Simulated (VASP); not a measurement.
# SnSe (Fm-3m) in VASP: a series of runs

SnSe is run at these levels: PBEsol+D3(BJ); tasks: single point, relaxation of cell and atoms.

Everything below comes from runs of VASP 6.6.1. Logs are shortened: lines on timing, memory, paths and dates and some standing lists are left out, and cuts for length are marked.

## (1) The cell of the first run

Symmetry: Fm-3m, No. 225, cubic system. Conventional cell: a = 5.867 Å, b = 5.867 Å, c = 5.867 Å, α = 90.00°, β = 90.00°, γ = 90.00°. Sn (site symmetry m-3m) has 6 Se at 2.93 Å within 3.9 Å. Se (site symmetry m-3m) has 6 Sn at 2.93 Å within 3.9 Å.

## (2) Single point, PBEsol+D3(BJ)

File INCAR:

```
PREC = Accurate
ENCUT = 500
EDIFF = 1E-6
ISMEAR = 0
SIGMA = 0.01
LREAL = False
LASPH = True
NELM = 120
ALGO = Normal
ISIF = 2
LWAVE = False
LCHARG = False
GGA = PS
IVDW = 12
NBANDS = 17
GGA_COMPAT = False
```

File KPOINTS:

```
Automatic mesh
0
Gamma
  5 5 5
```

File POSCAR:

```
SnSe
1.0
    0.0000000000      2.9332882860      2.9332882860
    2.9332882860      0.0000000000      2.9332882860
    2.9332882860      2.9332882860      0.0000000000
Sn Se
1 1
Direct
    0.0000000000      0.0000000000      0.0000000000
    0.5000000000      0.5000000000      0.5000000000
```

Potentials or basis: VASP PAW PBE potentials, release 64 (Sn_d, Se).

Started as:

```
> cat potpaw_PBE.64/Sn_d/POTCAR potpaw_PBE.64/Se/POTCAR > POTCAR
> mpirun -np 1 vasp_std > vasp.out
```

OUTCAR:

```text
PREC = Accurate
   ENCUT = 500
   EDIFF = 1E-6
   ISMEAR = 0
   LREAL = False
   LASPH = True
   NELM = 120
   ISIF = 2
   GGA = PS
   IVDW = 12
 IVDW          = 12

 ion  position               nearest neighbor table
   1  0.000  0.000  0.000-   2 2.93   2 2.93   2 2.93   2 2.93   2 2.93   2 2.93
   2  0.500  0.500  0.500-   1 2.93   1 2.93   1 2.93   1 2.93   1 2.93   1 2.93

  LATTYP: Found a face centered cubic cell.
 ALAT       =     5.8665765720

  Lattice vectors:

 A1 = (   0.0000000000,   2.9332882860,   2.9332882860)
 A2 = (   2.9332882860,   0.0000000000,   2.9332882860)
 A3 = (   2.9332882860,   2.9332882860,   0.0000000000)

Analysis of symmetry for initial positions (statically):
=====================================================================
 Subroutine PRICEL returns:
 Original cell was already a primitive cell.

 Routine SETGRP: Setting up the symmetry group for a
 face centered cubic supercell.

 Subroutine GETGRP returns: Found 48 space group operations
 (whereof 48 operations were pure point group operations)
 out of a pool of 48 trial point group operations.

The static configuration has the point symmetry O_h .

Analysis of symmetry for dynamics (positions and initial velocities):
=====================================================================
 Subroutine PRICEL returns:
 Original cell was already a primitive cell.

 Routine SETGRP: Setting up the symmetry group for a
 face centered cubic supercell.

 Subroutine GETGRP returns: Found 48 space group operations
 (whereof 48 operations were pure point group operations)
 out of a pool of 48 trial point group operations.

The dynamic configuration has the point symmetry O_h .

 Subroutine INISYM returns: Found 48 space group operations
 (whereof 48 operations are pure point group operations),
 and found     1 'primitive' translations

----------------------------------------------------------------------------------------

                                     Primitive cell

  volume of cell :      50.4771

  direct lattice vectors                    reciprocal lattice vectors
     0.000000000  2.933288286  2.933288286    -0.170457163  0.170457163  0.170457163
     2.933288286  0.000000000  2.933288286     0.170457163 -0.170457163  0.170457163
     2.933288286  2.933288286  0.000000000     0.170457163  0.170457163 -0.170457163

  length of vectors
     4.148296076  4.148296076  4.148296076     0.295240467  0.295240467  0.295240467

  position of ions in fractional coordinates (direct lattice)
     0.000000000  0.000000000  0.000000000
     0.500000000  0.500000000  0.500000000

  ion indices of the primitive-cell ions
[... 62 lines left out ...]
   EDIFFG = 0.1E-04   stopping-criterion for IOM
   NSW    =      0    number of steps for IOM
   IBRION =     -1    ionic relax: 0-MD 1-quasi-New 2-CG
   NFREE  =      0    steps in history (QN), initial steepest desc. (CG)
   ISIF   =      2    stress and relaxation
   ISYM   =      2    0-nonsym 1-usesym 2-fastsym
   POTIM  = 0.5000    time-step for ionic-motion
   TEBEG  =    0.0;   TEEND  =   0.0 temperature during run
   PSTRESS=    0.0 pullay stress
   NELECT =      20.0000    total number of electrons
   NUPDOWN=      -1.0000    fix difference up-down
   EMIN   =  10.00;   EMAX   =-10.00  energy-range for DOS
   EFERMI =   0.00;   METHOD = LEGACY
   ISMEAR =     0;   SIGMA  =   0.01  broadening in eV -4-tet -1-fermi 0-gaus
   EFERMI_NEDOS =   21; number of points for ismear=-14 and -15
   IALGO  =     38    algorithm
   IMIX   =      4    mixing-type and parameters
     AMIX     =   0.40;   BMIX     =  1.00
     AMIX_MAG =   1.60;   BMIX_MAG =  1.00
  volume/ion in A,a.u.               =      25.24       170.32
  Fermi-wavevector in a.u.,A,eV,Ry     =   1.202412  2.272230 19.671240  1.445795
  Thomas-Fermi vector in A             =   2.338194
   LORBIT       =      0    0 simple, 1 ext, 2 COOP (PROOUT), +10 PAW based schemes
   GGA     = PS    functional components
   LHFCALC =     F    Hartree Fock is set to
   AEXX    =    0.0000 exact exchange contribution
   IVDW    =    12    specifies the selected vdW correction
   LEPSILON=     F    determine dielectric tensor
   LRPA    =     F    only Hartree local field effects (RPA)
 non-spin polarized calculation
 Gauss-broadening in eV      SIGMA  =   0.01
  energy-cutoff  :      500.00
  volume of cell :       50.48
 maximum number of plane-waves:      1307
 NGX is ok and might be reduce to    30
   NGX = 15   NGY = 15   NGZ = 15

 number of electron      20.0000009 magnetization

 Free energy of the ion-electron system (eV)
  ---------------------------------------------------
  ext. energy  EPLUGINS =         0.00000000
  ---------------------------------------------------
  free energy    TOTEN  =        -9.00013235 eV

  energy without entropy =       -9.00013235  energy(sigma->0) =       -9.00013235

 E-fermi :   6.4741     XC(G=0): -10.1347

 val. band max:        6.3935475491   @ k =  -0.2000   0.2000   0.0000
 cond. band min:       7.0903138396   @ k =  -0.2000   0.2000   0.0000
 fundamental gap:      0.6967662906
 Fermi energy:         6.4740919965

 k-point     1 :       0.0000    0.0000    0.0000
  band No.  band energies     occupation
      1     -15.1747      2.00000
      2     -15.1747      2.00000
      3     -15.1711      2.00000
      4     -15.1711      2.00000
      5     -15.1711      2.00000
      6      -8.1044      2.00000
[... 177 lines left out ...]
      4     -15.1577      2.00000
      5     -15.1487      2.00000
      6      -6.7081      2.00000
[... 9 lines left out ...]
     16      17.7911      0.00000
     17      17.8531      0.00000

------------------------ aborting loop because EDIFF is reached ----------------------------------------

 Edisp (eV)   -0.71268

 E8    (eV) :    -0.4787

  FORCE on cell =-STRESS in cart. coord.  units (eV):
  Direction    XX          YY          ZZ          XY          YZ          ZX
  --------------------------------------------------------------------------------------
  -------------------------------------------------------------------------------------
  Total       0.00444     0.00444     0.00444     0.00000     0.00000    -0.00000
  in kB       0.14096     0.14096     0.14096     0.00000     0.00000    -0.00000
  external pressure =        0.14 kB  Pullay stress =        0.00 kB

 VOLUME and BASIS-vectors are now :
 -----------------------------------------------------------------------------
  energy-cutoff  :      500.00
  volume of cell :       50.48
      direct lattice vectors                 reciprocal lattice vectors
     0.000000000  2.933288286  2.933288286    -0.170457163  0.170457163  0.170457163
     2.933288286  0.000000000  2.933288286     0.170457163 -0.170457163  0.170457163
     2.933288286  2.933288286  0.000000000     0.170457163  0.170457163 -0.170457163

 POSITION                                       TOTAL-FORCE (eV/Angst)
 -----------------------------------------------------------------------------------
      0.00000      0.00000      0.00000        -0.000000      0.000000      0.000000
      2.93329      2.93329      2.93329         0.000000     -0.000000     -0.000000
 -----------------------------------------------------------------------------------
    total drift:                               -0.000000      0.000000      0.000000

  FREE ENERGIE OF THE ION-ELECTRON SYSTEM (eV)
  ---------------------------------------------------
  free  energy   TOTEN  =        -9.7128124707 eV

  energy  without entropy=       -9.7128124707  energy(sigma->0) =       -9.71281247
```

OSZICAR:

```text
N       E                     dE             d eps       ncg     rms          rms(c)
DAV:   1     0.134092139495E+03    0.13409E+03   -0.98910E+03   341   0.144E+03
DAV:   2     0.414865905778E+01   -0.12994E+03   -0.12601E+03   372   0.357E+02
DAV:   3    -0.878863151504E+01   -0.12937E+02   -0.12850E+02   426   0.949E+01
DAV:   4    -0.913074741122E+01   -0.34212E+00   -0.34191E+00   386   0.161E+01
DAV:   5    -0.913924444122E+01   -0.84970E-02   -0.84957E-02   469   0.260E+00    0.364E+00
DAV:   6    -0.900579696525E+01    0.13345E+00   -0.29168E-01   501   0.386E+00    0.219E+00
DAV:   7    -0.900050458638E+01    0.52924E-02   -0.63447E-02   420   0.133E+00    0.897E-01
DAV:   8    -0.900023137943E+01    0.27321E-03   -0.65812E-03   428   0.716E-01    0.724E-02
DAV:   9    -0.900013134210E+01    0.10004E-03   -0.10477E-03   517   0.274E-01    0.426E-02
DAV:  10    -0.900013080809E+01    0.53401E-06   -0.10740E-04   435   0.771E-02    0.704E-03
DAV:  11    -0.900013241158E+01   -0.16035E-05   -0.77186E-06   437   0.198E-02    0.305E-03
DAV:  12    -0.900013234997E+01    0.61610E-07   -0.45423E-07   221   0.912E-03
   1 F= -.97128125E+01 E0= -.97128125E+01  d E =-.362444E-31
```

stdout:

```text
POSCAR found type information on POSCAR SnSe
 POSCAR found :  2 types and       2 ions
 scaLAPACK will be used
 -----------------------------------------------------------------------------
|                                                                             |
|                                                                             |
|     You enforced a specific xc type in the INCAR file but a different       |
|     I HOPE YOU KNOW WHAT YOU ARE DOING!                                     |
|                                                                             |
 -----------------------------------------------------------------------------

 LDA part: xc-table for (Slater+PW92), standard interpolation
 POSCAR, INCAR and KPOINTS ok, starting setup
 FFT: planning ... GRIDC
 FFT: planning ... GRID_SOFT
 FFT: planning ... GRID
 WAVECAR not read
 entering main loop
```

Run time: 16 s. Hardware: 1 thread of Intel Xeon 8259CL, shared host; peak memory 0.18 GiB.

Results:

```yaml
Free_energy: -9.7128 eV
Pressure: 0.0 GPa
Dispersion_energy_per_atom: -0.356 eV
```

Caveat: this odd mesh misses L, where the gap lies, so gap, dielectric constants and Born charges aren't listed; the PAW data sets were made with another functional, which shifts forces and pressure a little; spin-orbit coupling is left out, which moves the levels of the heavy elements.

## (3) Single point, PBEsol+D3(BJ)

File INCAR:

```
ALGO = Normal
EDIFF = 1E-6
ENCUT = 500
GGA = PS
GGA_COMPAT = False
ISIF = 2
ISMEAR = 0
IVDW = 12
LASPH = True
LCHARG = False
LREAL = False
LWAVE = False
NBANDS = 17
NELM = 120
PREC = Accurate
SIGMA = 0.01
```

File KPOINTS:

```
k-points
0
Gamma
  6 6 6
```

POSCAR is that of step 2.

Potentials or basis: VASP PAW PBE potentials, release 64 (Sn_d, Se).

Started as:

```
> cat potpaw_PBE.64/Sn_d/POTCAR potpaw_PBE.64/Se/POTCAR > POTCAR
> mpirun -np 1 vasp_std > vasp.out
```

Run time: 24 s. Hardware: 1 thread of Intel Xeon 8259CL, shared host; peak memory 0.18 GiB.

Results (log left out):

* Free energy: -9.7099 eV
* Pressure: -0.2 GPa
* Band gap on the k mesh: 1.01 eV, direct
* Dispersion energy per atom: -0.356 eV

Levels at points of the mesh, in eV from the valence-band top:
```
           k point  band 8  band 9  band 10  band 11  band 12  band 13
(0.00, 0.00, 0.00)   -2.27   -2.27    -2.27     4.72     4.72     4.72
(0.50, 0.00, 0.00)   -2.01   -2.01     0.00     1.01     1.30     1.30
(0.50, 0.50, 0.00)   -5.92   -3.89    -3.89     2.80     5.91     5.91
```

Caveat: the PAW data sets were made with another functional, which shifts forces and pressure a little; spin-orbit coupling is left out, which moves the levels of the heavy elements.

## (4) Relaxation of cell and atoms, PBEsol+D3(BJ)

This run uses another cell than the first one, of 27.27 Å³/atom, 1.081 times its volume.

File INCAR:

```
PREC = Accurate
ENCUT = 500
EDIFF = 1E-7
ISMEAR = 0
SIGMA = 0.01
LREAL = False
LASPH = True
NELM = 120
ALGO = Normal
ISIF = 3
LWAVE = False
LCHARG = False
GGA = PS
IVDW = 12
IBRION = 2
NSW = 60
EDIFFG = -0.01
GGA_COMPAT = False
NELMIN = 4
```

File KPOINTS:

```
Automatic mesh
0
Gamma
  5 5 5
```

File POSCAR:

```
SnSe
1.0
    0.0000000000      3.0100000000      3.0100000000
    3.0100000000      0.0000000000      3.0100000000
    3.0100000000      3.0100000000      0.0000000000
Sn Se
1 1
Direct
    0.0000000000      0.0000000000      0.0000000000
    0.5000000000      0.5000000000      0.5000000000
```

Potentials or basis: VASP PAW PBE potentials, release 64 (Sn_d, Se).

Started as:

```
> cat potpaw_PBE.64/Sn_d/POTCAR potpaw_PBE.64/Se/POTCAR > POTCAR
> mpirun -np 1 vasp_std > vasp.out
```

OUTCAR:

```text
PREC = Accurate
   ENCUT = 500
   EDIFF = 1E-7
   ISMEAR = 0
   LREAL = False
   LASPH = True
   NELM = 120
   ISIF = 3
   GGA = PS
   IVDW = 12
   IBRION = 2
   NSW = 60
   EDIFFG = -0.01
   NELMIN = 4
 IVDW          = 12

 ion  position               nearest neighbor table
   1  0.000  0.000  0.000-   2 3.01   2 3.01   2 3.01   2 3.01   2 3.01   2 3.01
   2  0.500  0.500  0.500-   1 3.01   1 3.01   1 3.01   1 3.01   1 3.01   1 3.01

  LATTYP: Found a face centered cubic cell.
 ALAT       =     6.0200000000

  Lattice vectors:

 A1 = (   0.0000000000,   3.0100000000,   3.0100000000)
 A2 = (   3.0100000000,   0.0000000000,   3.0100000000)
 A3 = (   3.0100000000,   3.0100000000,   0.0000000000)

Analysis of symmetry for initial positions (statically):
=====================================================================
 Subroutine PRICEL returns:
[... 176 lines left out ...]
      9       3.2549      2.00000
     10       3.2549      2.00000
     11       9.7205      0.00000
     12       9.7205      0.00000
     13       9.7205      0.00000
     14      11.2416      0.00000
[... 230 lines left out ...]
--------------------------------------- Ionic step        3  -------------------------------------------

 number of electron      19.9999995 magnetization

 Free energy of the ion-electron system (eV)
  ---------------------------------------------------
  ext. energy  EPLUGINS =         0.00000000
  ---------------------------------------------------
  free energy    TOTEN  =        -9.00131885 eV

  energy without entropy =       -9.00131885  energy(sigma->0) =       -9.00131885

 E-fermi :   6.4336     XC(G=0): -10.1333

 val. band max:        6.3891664278   @ k =  -0.2000   0.2000   0.0000
 cond. band min:       7.0866338840   @ k =  -0.2000   0.2000   0.0000
 fundamental gap:      0.6974674562
 Fermi energy:         6.4335663010

 k-point     1 :       0.0000    0.0000    0.0000
  band No.  band energies     occupation
      1     -15.1786      2.00000
      2     -15.1786      2.00000
      3     -15.1749      2.00000
      4     -15.1749      2.00000
      5     -15.1749      2.00000
      6      -8.1057      2.00000
      7       1.4748      2.00000
      8       3.9153      2.00000
      9       3.9153      2.00000
     10       3.9153      2.00000
     11      10.8985      0.00000
     12      10.8985      0.00000
     13      10.8985      0.00000
     14      12.0343      0.00000
[... 184 lines left out ...]
  FREE ENERGIE OF THE ION-ELECTRON SYSTEM (eV)
  ---------------------------------------------------
  free  energy   TOTEN  =        -9.7137827009 eV

  energy  without entropy=       -9.7137827009  energy(sigma->0) =       -9.71378270

 reached required accuracy - stopping structural energy minimisation
```

It took 37 s on 1 thread of Intel Xeon 8259CL, shared host; peak memory 0.19 GiB.

Results:

```yaml
Free_energy: -9.7138 eV
Relaxed_volume: 25.25 Å³/atom
Relaxed_cell: a = 4.149 Å, b = 4.149 Å, c = 4.149 Å, α = 60.00°, β = 60.00°, γ = 60.00°
Space_group_after_relaxing_to_0.05_Å: Fm-3m (No. 225)
Energy_gained_by_relaxing: 27.3 meV/atom
Ionic_steps: 3
Pressure_after_relaxing: 0.0 GPa
Dispersion_energy_per_atom: -0.356 eV
```

The path:
| step | energy change (eV) | largest force (eV/Å) | pressure (GPa) | volume (Å³) |
| --- | --- | --- | --- | --- |
| 1 | 0.0000 | 0.0000 | -4.05 | 54.54 |
| 2 | -0.0487 | 0.0000 | 1.59 | 49.28 |
| 3 | -0.0546 | 0.0000 | 0.01 | 50.49 |

Final structure:
```yaml
crystal:
  lattice:
    - [0.00000, 2.93358, 2.93358]
    - [2.93358, 0.00000, 2.93358]
    - [2.93358, 2.93358, 0.00000]
  atoms:
    - { symbol: Sn, position: [0.00000, 0.00000, 0.00000] }
    - { symbol: Se, position: [0.50000, 0.50000, 0.50000] }
```

Caveat: this odd mesh misses L, where the gap lies, so gap, dielectric constants and Born charges aren't listed; the PAW data sets were made with another functional, which shifts forces and pressure a little; spin-orbit coupling is left out, which moves the levels of the heavy elements.

## (5) Summary

```tsv
task	cell	k mesh	pressure (GPa)
single point	a = 4.148 Å, angles 60.0°, 2 atoms	5 × 5 × 5	0.0
single point	a = 4.148 Å, angles 60.0°, 2 atoms	6 × 6 × 6	-0.2
relaxation of cell and atoms	relaxed from a = 4.257 Å, angles 60.0°, 2 atoms	5 × 5 × 5	0.0
```

Alike in all rows: level PBEsol+D3(BJ); potentials or basis VASP PAW PBE potentials, release 64 (Sn_d, Se); no spin polarisation; cutoff (eV) 500; smearing gaussian 0.01 eV.

Caveats: the PAW data sets were made with another functional, which shifts forces and pressure a little; spin-orbit coupling is left out, which moves the levels of the heavy elements.

Total energies depend on the potentials used, so only differences within one code and one set of settings carry meaning.
